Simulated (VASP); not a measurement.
# LiF (Fm-3m) in VASP: a series of runs

The runs below take LiF through single point, with PBE.

Everything below comes from runs of VASP 6.6.1. Logs are shortened: lines on timing, memory, paths and dates and some standing lists are left out, and cuts for length are marked.

### Step 1. The cell of the first run

The structure is cubic, space group Fm-3m (No. 225). The conventional cell has a = 4.010 Å, b = 4.010 Å, c = 4.010 Å, α = 90.00°, β = 90.00°, γ = 90.00°. Li (site symmetry m-3m) has 6 F at 2.00 Å within 2.7 Å. Within 2.7 Å of F (site symmetry m-3m) lie 6 Li at 2.00 Å.

### Step 2. Single point, PBE

The input, INCAR:

```
SYSTEM = LiF
PREC = Accurate
ENCUT = 750
EDIFF = 1E-6
ISMEAR = 0
SIGMA = 0.01
LREAL = .False.
LASPH = .True.
NELM = 120
ALGO = Normal
ISIF = 2
LWAVE = .False.
LCHARG = .False.
GGA = PE
NBANDS = 12
GGA_COMPAT = .False.
```

The input, KPOINTS:

```
Automatic mesh
0
Gamma
  3 3 3
  0 0 0
```

The input, POSCAR:

```
LiF
1.0
    0.0000000000      2.0050000000      2.0050000000
    2.0050000000      0.0000000000      2.0050000000
    2.0050000000      2.0050000000      0.0000000000
Li F
1 1
Direct
    0.0000000000      0.0000000000      0.0000000000
    0.5000000000      0.5000000000      0.5000000000
```

Potentials or basis: VASP PAW PBE potentials, release 64 (Li_sv, F).

Run with:

```console
$ cat potpaw_PBE.64/Li_sv/POTCAR potpaw_PBE.64/F/POTCAR > POTCAR
$ mpirun -np 1 vasp_std > vasp.out
```

OUTCAR:

```text
SYSTEM = LiF
   PREC = Accurate
   ENCUT = 750
   EDIFF = 1E-6
   ISMEAR = 0
   LREAL = .False.
   LASPH = .True.
   NELM = 120
   ISIF = 2
   GGA = PE

 ion  position               nearest neighbor table
   1  0.000  0.000  0.000-   2 2.00   2 2.00   2 2.00   2 2.00   2 2.00   2 2.00
   2  0.500  0.500  0.500-   1 2.00   1 2.00   1 2.00   1 2.00   1 2.00   1 2.00

  LATTYP: Found a face centered cubic cell.
 ALAT       =     4.0100000000

  Lattice vectors:

 A1 = (   0.0000000000,   2.0050000000,   2.0050000000)
 A2 = (   2.0050000000,   0.0000000000,   2.0050000000)
 A3 = (   2.0050000000,   2.0050000000,   0.0000000000)

Analysis of symmetry for initial positions (statically):
[... 5 lines left out ...]
 face centered cubic supercell.

 Subroutine GETGRP returns: Found 48 space group operations
 (whereof 48 operations were pure point group operations)
 out of a pool of 48 trial point group operations.

The static configuration has the point symmetry O_h .

Analysis of symmetry for dynamics (positions and initial velocities):
[... 5 lines left out ...]
 face centered cubic supercell.

 Subroutine GETGRP returns: Found 48 space group operations
 (whereof 48 operations were pure point group operations)
 out of a pool of 48 trial point group operations.

The dynamic configuration has the point symmetry O_h .

 Subroutine INISYM returns: Found 48 space group operations
 (whereof 48 operations are pure point group operations),
 and found     1 'primitive' translations

----------------------------------------------------------------------------------------

                                     Primitive cell

  volume of cell :      16.1203

  direct lattice vectors                    reciprocal lattice vectors
     0.000000000  2.005000000  2.005000000    -0.249376559  0.249376559  0.249376559
     2.005000000  0.000000000  2.005000000     0.249376559 -0.249376559  0.249376559
     2.005000000  2.005000000  0.000000000     0.249376559  0.249376559 -0.249376559

  length of vectors
     2.835498193  2.835498193  2.835498193     0.431932870  0.431932870  0.431932870

  position of ions in fractional coordinates (direct lattice)
     0.000000000  0.000000000  0.000000000
     0.500000000  0.500000000  0.500000000

  ion indices of the primitive-cell ions
   primitive index   ion index
                 1           1
                 2           2

----------------------------------------------------------------------------------------

 KPOINTS: Automatic mesh

Automatic generation of k-mesh.
 Grid dimensions read from file:
 generate k-points for:    3    3    3

 Generating k-lattice:

  Cartesian coordinates                     Fractional coordinates (reciprocal lattice)
    -0.083125520  0.083125520  0.083125520     0.333333333  0.000000000  0.000000000
     0.083125520 -0.083125520  0.083125520     0.000000000  0.333333333  0.000000000
     0.083125520  0.083125520 -0.083125520     0.000000000  0.000000000  0.333333333

  Length of vectors
     0.143977623  0.143977623  0.143977623

  Shift w.r.t. Gamma in fractional coordinates (k-lattice)
     0.000000000  0.000000000  0.000000000

 Subroutine IBZKPT returns following result:
 ===========================================

 Found      4 irreducible k-points:

 Following reciprocal coordinates:
            Coordinates               Weight
  0.000000  0.000000  0.000000      1.000000
  0.333333  0.000000  0.000000      8.000000
  0.333333  0.333333  0.000000      6.000000
 -0.333333  0.333333  0.000000     12.000000
   k-points           NKPTS =      4   k-points in BZ     NKDIM =      4   number of bands    NBANDS=     12
   number of dos      NEDOS =    301   number of ions     NIONS =      2
   total plane-waves  NPLWV =  21952
   dimension x,y,z NGX =    28 NGY =   28 NGZ =   28
   dimension x,y,z NGXF=    56 NGYF=   56 NGZF=   56
   ions per type =               1   1
   NGX,Y,Z   is equivalent  to a cutoff of  16.42, 16.42, 16.42 a.u.
   NGXF,Y,Z  is equivalent  to a cutoff of  32.83, 32.83, 32.83 a.u.
 SYSTEM =  LiF
   PREC   = accura    normal or accurate (medium, high low for compatibility)
   ISTART =      0    job   : 0-new  1-cont  2-samecut
   ICHARG =      2    charge: 1-file 2-atom 10-const
   ISPIN  =      1    spin polarized calculation?
   LNONCOLLINEAR =      F non collinear calculations
   LSORBIT =      F    spin-orbit coupling
   LASPH  =      T    aspherical Exc in radial PAW
   ENCUT  =  750.0 eV  55.12 Ry    7.42 a.u.   6.33  6.33  6.33*2*pi/ulx,y,z
   NELM   =    120;   NELMIN=  2; NELMDL= -5     # of ELM steps
   EDIFF  = 0.1E-05   stopping-criterion for ELM
   LREAL  =      F    real-space projection
   EDIFFG = 0.1E-04   stopping-criterion for IOM
   NSW    =      0    number of steps for IOM
   IBRION =     -1    ionic relax: 0-MD 1-quasi-New 2-CG
   NFREE  =      0    steps in history (QN), initial steepest desc. (CG)
   ISIF   =      2    stress and relaxation
   ISYM   =      2    0-nonsym 1-usesym 2-fastsym
   POTIM  = 0.5000    time-step for ionic-motion
   TEBEG  =    0.0;   TEEND  =   0.0 temperature during run
   PSTRESS=    0.0 pullay stress
   NELECT =      10.0000    total number of electrons
   NUPDOWN=      -1.0000    fix difference up-down
   EMIN   =  10.00;   EMAX   =-10.00  energy-range for DOS
   EFERMI =   0.00;   METHOD = LEGACY
   ISMEAR =     0;   SIGMA  =   0.01  broadening in eV -4-tet -1-fermi 0-gaus
   EFERMI_NEDOS =   21; number of points for ismear=-14 and -15
   IALGO  =     38    algorithm
   IMIX   =      4    mixing-type and parameters
     AMIX     =   0.40;   BMIX     =  1.00
     AMIX_MAG =   1.60;   BMIX_MAG =  1.00
  volume/ion in A,a.u.               =       8.06        54.39
  Fermi-wavevector in a.u.,A,eV,Ry     =   1.396209  2.638453 26.523194  1.949400
  Thomas-Fermi vector in A             =   2.519586
   LORBIT       =      0    0 simple, 1 ext, 2 COOP (PROOUT), +10 PAW based schemes
   GGA     = PE    functional components
   LHFCALC =     F    Hartree Fock is set to
   AEXX    =    0.0000 exact exchange contribution
   IVDW    =     0    specifies the selected vdW correction
   LEPSILON=     F    determine dielectric tensor
   LRPA    =     F    only Hartree local field effects (RPA)
 non-spin polarized calculation
 Gauss-broadening in eV      SIGMA  =   0.01
  energy-cutoff  :      750.00
  volume of cell :       16.12
 maximum number of plane-waves:       757
 NGX is ok and might be reduce to    28
   NGX = 13   NGY = 13   NGZ = 13

 number of electron      10.0000004 magnetization

 Free energy of the ion-electron system (eV)
  ---------------------------------------------------
  ext. energy  EPLUGINS =         0.00000000
  ---------------------------------------------------
  free energy    TOTEN  =        -9.61832034 eV

  energy without entropy =       -9.61832034  energy(sigma->0) =       -9.61832034

 E-fermi :  -0.7590     XC(G=0): -10.0436

 val. band max:       -0.9200634757   @ k =   0.0000   0.0000   0.0000
 cond. band min:       8.2618108851   @ k =   0.0000   0.0000   0.0000
 fundamental gap:      9.1818743608
 Fermi energy:        -0.7589990605

 k-point     1 :       0.0000    0.0000    0.0000
  band No.  band energies     occupation
      1     -41.8316      2.00000
      2     -20.9303      2.00000
      3      -0.9201      2.00000
      4      -0.9201      2.00000
      5      -0.9201      2.00000
      6       8.2618      0.00000
      7      23.2058      0.00000
      8      23.2058      0.00000
      9      23.2058      0.00000
     10      23.5234      0.00000
     11      23.5234      0.00000
     12      23.5234      0.00000

 k-point     2 :       0.3333    0.0000    0.0000
  band No.  band energies     occupation
      1     -41.7853      2.00000
      2     -20.6017      2.00000
      3      -2.9197      2.00000
      4      -1.0974      2.00000
      5      -1.0974      2.00000
      6       9.8382      0.00000
      7      16.2705      0.00000
      8      18.8313      0.00000
      9      18.8313      0.00000
     10      27.5189      0.00000
     11      28.2683      0.00000
     12      28.2683      0.00000

 k-point     3 :       0.3333    0.3333    0.0000
  band No.  band energies     occupation
      1     -41.7725      2.00000
      2     -20.4248      2.00000
      3      -3.1640      2.00000
      4      -1.6927      2.00000
      5      -1.6927      2.00000
      6      12.0299      0.00000
      7      16.6266      0.00000
      8      17.8460      0.00000
      9      19.5466      0.00000
     10      19.5466      0.00000
     11      33.5362      0.00000
     12      34.5707      0.00000

 k-point     4 :      -0.3333    0.3333    0.0000
  band No.  band energies     occupation
      1     -41.7571      2.00000
      2     -20.2995      2.00000
      3      -3.1126      2.00000
      4      -2.7425      2.00000
      5      -1.4999      2.00000
      6      12.7745      0.00000
      7      14.2297      0.00000
      8      18.0903      0.00000
      9      18.6288      0.00000
     10      24.5608      0.00000
     11      31.4967      0.00000
     12      31.7472      0.00000

------------------------ aborting loop because EDIFF is reached ----------------------------------------

  FORCE on cell =-STRESS in cart. coord.  units (eV):
  Direction    XX          YY          ZZ          XY          YZ          ZX
  --------------------------------------------------------------------------------------
  -------------------------------------------------------------------------------------
  Total        0.2889937      0.2889937      0.2889937     -0.0000000      0.0000000     -0.0000000
  in kB       28.7227363     28.7227363     28.7227363     -0.0000000      0.0000000     -0.0000000
  external PRESSURE =      28.7227363 kB  Pullay stress =       0.0000000 kB

 VOLUME and BASIS-vectors are now :
 -----------------------------------------------------------------------------
  energy-cutoff  :      750.00
  volume of cell :       16.12
      direct lattice vectors                 reciprocal lattice vectors
     0.000000000  2.005000000  2.005000000    -0.249376559  0.249376559  0.249376559
     2.005000000  0.000000000  2.005000000     0.249376559 -0.249376559  0.249376559
     2.005000000  2.005000000  0.000000000     0.249376559  0.249376559 -0.249376559

 POSITION                                       TOTAL-FORCE (eV/Angst)
 -----------------------------------------------------------------------------------
      0.00000      0.00000      0.00000         0.000000      0.000000     -0.000000
      2.00500      2.00500      2.00500        -0.000000     -0.000000      0.000000
 -----------------------------------------------------------------------------------
    total drift:                                0.000000      0.000000      0.000000

  FREE ENERGIE OF THE ION-ELECTRON SYSTEM (eV)
  ---------------------------------------------------
  free  energy   TOTEN  =        -9.6183203381 eV

  energy  without entropy=       -9.6183203381  energy(sigma->0) =       -9.61832034
```

It took 5.2 s on 1 thread of Intel Xeon 8259CL, shared host; peak memory 0.14 GiB.

What came out:

* Free energy: -9.6183 eV
* Pressure: 2.9 GPa
* Band gap on the k mesh: 9.18 eV, direct

Caveat: the k points lie up to 0.90 Å⁻¹ apart.

### Step 3. Single point, PBE

This run uses another cell than the first one, of 8.38 Å³/atom, 1.040 times its volume.

The input, INCAR:

```
SYSTEM = LiF
PREC = Accurate ; ENCUT = 750
EDIFF = 1E-6 ; ISMEAR = 0
SIGMA = 0.01 ; LREAL = .False.
LASPH = .True. ; NELM = 120
ALGO = Normal ; ISIF = 2
LWAVE = .False. ; LCHARG = .False.
GGA = PE ; NBANDS = 12
GGA_COMPAT = .False.
```

The input, KPOINTS:

```
regular mesh
0
Gamma
  3 3 3
  0 0 0
```

The input, POSCAR:

```
LiF
1.0
    0.0000000000      2.0313846047      2.0313846047
    2.0313846047      0.0000000000      2.0313846047
    2.0313846047      2.0313846047      0.0000000000
Li F
1 1
Direct
    0.0000000000      0.0000000000      0.0000000000
    0.5000000000      0.5000000000      0.5000000000
```

Potentials or basis: VASP PAW PBE potentials, release 64 (Li_sv, F).

Run with:

```console
$ cat potpaw_PBE.64/Li_sv/POTCAR potpaw_PBE.64/F/POTCAR > POTCAR
$ mpirun -np 1 vasp_std > vasp.out
```

It took 3.7 s on 1 thread of Intel Xeon 8259CL, shared host; peak memory 0.14 GiB.

The run converged. Its results:

* Free energy: -9.6261 eV
* Pressure: 0.0 GPa
* Band gap on the k mesh: 8.84 eV, direct

Levels at points of the mesh, in eV from the valence-band top:
| k point | band 2 | band 3 | band 4 | band 5 | band 6 | band 7 | band 8 | band 9 |
| --- | --- | --- | --- | --- | --- | --- | --- | --- |
| (0.00, 0.00, 0.00) | -19.90 | 0.00 | 0.00 | 0.00 | 8.84 | 23.61 | 23.61 | 23.61 |

Caveat: the k points lie up to 0.89 Å⁻¹ apart. PBE gaps usually lie below the measured ones, often by a third to a half.

### Step 4. Single point, PBE

This run uses another cell than the first one, of 8.38 Å³/atom, 1.040 times its volume.

The input, INCAR:

```
PREC = Accurate
ENCUT = 750
EDIFF = 1E-6
ISMEAR = 0
SIGMA = 0.01
LREAL = False
LASPH = True
NELM = 120
ALGO = Normal
ISIF = 2
LWAVE = False
LCHARG = False
GGA = PE
NBANDS = 12
GGA_COMPAT = False
```

The input, KPOINTS:

```
Automatic mesh
0
Gamma
  3 3 3
```

POSCAR is that of step 3.

Run with:

```console
$ cat potpaw_PBE.64/Li_sv/POTCAR potpaw_PBE.64/F/POTCAR > POTCAR
$ mpirun -np 1 vasp_std > vasp.out
```

Wall time 4.1 s (1 thread of Intel Xeon 8259CL, shared host); peak memory 0.14 GiB.

The run converged. Its results:

```
Free energy            : -9.6261 eV
Pressure               : 0.0 GPa
Band gap on the k mesh : 8.84 eV, direct
```

Levels at points of the mesh, in eV from the valence-band top:
```
           k point  band 2  band 3  band 4  band 5  band 6  band 7  band 8  band 9
(0.00, 0.00, 0.00)  -19.90    0.00    0.00    0.00    8.84   23.61   23.61   23.61
```

Caveat: the k points lie up to 0.89 Å⁻¹ apart. PBE gaps usually lie below the measured ones, often by a third to a half.

### Step 5. Single point, PBE

This run uses another cell than the first one, of 8.70 Å³/atom, 1.080 times its volume.

The input, INCAR:

```
ALGO     = Normal         # electronic algorithm
EDIFF    = 1E-6           # SCF threshold, eV
ENCUT    = 750            # plane-wave cutoff, eV
GGA      = PE             # functional
GGA_COMPAT= False        
ISIF     = 2              # what is computed and relaxed
ISMEAR   = 0              # smearing method
LASPH    = True           # aspherical terms in the spheres
LCHARG   = False          # write CHGCAR
LREAL    = False          # projectors in reciprocal space
LWAVE    = False          # write WAVECAR
NBANDS   = 12             # bands
NELM     = 120            # most SCF steps
PREC     = Accurate       # precision mode
SIGMA    = 0.01           # smearing width, eV
```

The input, KPOINTS:

```
k-points
0
Gamma
  3 3 3
```

The input, POSCAR:

```
LiF
1.0
    0.0000000000      2.0571010639      2.0571010639
    2.0571010639      0.0000000000      2.0571010639
    2.0571010639      2.0571010639      0.0000000000
Li F
1 1
Direct
    0.0000000000      0.0000000000      0.0000000000
    0.5000000000      0.5000000000      0.5000000000
```

Run with:

```console
$ cat potpaw_PBE.64/Li_sv/POTCAR potpaw_PBE.64/F/POTCAR > POTCAR
$ mpirun -np 1 vasp_std > vasp.out
```

Wall time 6 s (1 thread of Intel Xeon 8259CL, shared host); peak memory 0.14 GiB.

The run converged. Its results:

```
Free energy            : -9.6231 eV
Pressure               : -2.4 GPa
Band gap on the k mesh : 8.52 eV, direct
```

Levels at points of the mesh, in eV from the valence-band top:
```tsv
k point	band 3	band 4	band 5	band 6	band 7	band 8
(0.00, 0.00, 0.00)	0.00	0.00	0.00	8.52	23.12	23.12
```

Caveat: the k points lie up to 0.88 Å⁻¹ apart. A hybrid or GW would open this gap; PBE tends to underestimate it.

### Step 6. Single point, PBE

This run uses another cell than the first one, of 8.70 Å³/atom, 1.080 times its volume.

The input, INCAR:

```
SYSTEM = LiF
PREC     = Accurate       ! precision mode
ENCUT    = 750            ! plane-wave cutoff, eV
EDIFF    = 1E-6           ! SCF threshold, eV
ISMEAR   = 0              ! smearing method
SIGMA    = 0.01           ! smearing width, eV
LREAL    = .FALSE.        ! projectors in reciprocal space
LASPH    = .TRUE.         ! aspherical terms in the spheres
NELM     = 120            ! most SCF steps
ALGO     = Normal         ! electronic algorithm
ISIF     = 2              ! what is computed and relaxed
LWAVE    = .FALSE.        ! write WAVECAR
LCHARG   = .FALSE.        ! write CHGCAR
GGA      = PE             ! functional
NBANDS   = 12             ! bands
GGA_COMPAT= .FALSE.
```

The input, KPOINTS:

```
Automatic mesh
0
G
  3 3 3
  0 0 0
```

POSCAR is that of step 5.

Potentials or basis: VASP PAW PBE potentials, release 64 (Li_sv, F).

Run with:

```console
$ cat potpaw_PBE.64/Li_sv/POTCAR potpaw_PBE.64/F/POTCAR > POTCAR
$ mpirun -np 1 vasp_std > vasp.out
```

Wall time 4.4 s (1 thread of Intel Xeon 8259CL, shared host); peak memory 0.14 GiB.

Results (log left out):

| Item | Value |
| --- | --- |
| Free energy | -9.6231 eV |
| Pressure | -2.4 GPa |
| Band gap on the k mesh | 8.52 eV, direct |

Levels at points of the mesh, in eV from the valence-band top:
```tsv
k point	band 2	band 3	band 4	band 5	band 6	band 7	band 8	band 9
(0.00, 0.00, 0.00)	-19.80	0.00	0.00	0.00	8.52	23.12	23.12	23.12
```

Caveat: the k points lie up to 0.88 Å⁻¹ apart. A hybrid or GW would open this gap; PBE tends to underestimate it.

### Step 7. The runs side by side

| cell | gap on the mesh (eV) | pressure (GPa) |
| --- | --- | --- |
| a = 2.835 Å, angles 60.0°, 2 atoms | 9.18 | 2.9 |
| a = 2.873 Å, angles 60.0°, 2 atoms | 8.84 | 0.0 |
| a = 2.909 Å, angles 60.0°, 2 atoms | 8.52 | -2.4 |

Alike in all rows: task single point; level PBE; potentials or basis VASP PAW PBE potentials, release 64 (Li_sv, F); no spin polarisation; k mesh 3 × 3 × 3; cutoff (eV) 750; smearing gaussian 0.01 eV.

Caveats: all runs use coarse meshes.

Total energies depend on the potentials used, so only differences within one code and one set of settings carry meaning.
